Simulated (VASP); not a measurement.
Here is a VASP 6.6.1 calculation.

INCAR

```
PREC     = Accurate       # precision mode
ENCUT    = 520            # plane-wave cutoff, eV
EDIFF    = 1E-7           # SCF threshold, eV
ISMEAR   = 0              # smearing method
SIGMA    = 0.1            # smearing width, eV
LREAL    = F              # projectors in reciprocal space
LASPH    = T              # aspherical terms in the spheres
NELM     = 80             # most SCF steps
ALGO     = Normal         # electronic algorithm
ISIF     = 2              # what is computed and relaxed
LWAVE    = F              # write WAVECAR
LCHARG   = T              # write CHGCAR
GGA      = PE             # functional
LELF     = T              # ELF
LVHAR    = T            
NBANDS   = 26             # bands
```

KPOINTS

```
regular mesh
0
Gamma
  12 12 6
```

POSCAR

```
CdInS2
1.0
    4.0908313215      0.0000000000      0.0000000000
   -2.0454156608      3.5427638471      0.0000000000
    0.0000000000      0.0000000000      6.5871436488
Cd In S
1 1 2
Direct
    0.0000000000      0.0000000000      0.0000000000
    0.0000000000      0.0000000000      0.5000000000
    0.6666666700      0.3333333300      0.7675080636
    0.3333333300      0.6666666700      0.2324919364
```

Potentials or basis: VASP PAW PBE potentials, release 64 (Cd, In_d, S).

Launch:

```sh
$ cat potpaw_PBE.64/Cd/POTCAR potpaw_PBE.64/In_d/POTCAR potpaw_PBE.64/S/POTCAR > POTCAR
$ mpirun -np 1 vasp_std > vasp.out
```

**Question.** Predict the pressure.

**Answer.** -3.0 GPa.

**Question.** Estimate the largest force.

**Answer.** 0.126 eV/Å.

Forces on the atoms (eV/Å):
```
Cd   0.000  0.000  0.000
In   0.000  0.000  0.000
S    0.000  0.000 -0.126
S    0.000  0.000  0.126
```

Caveat: the cell differs from its parent crystal (strained).
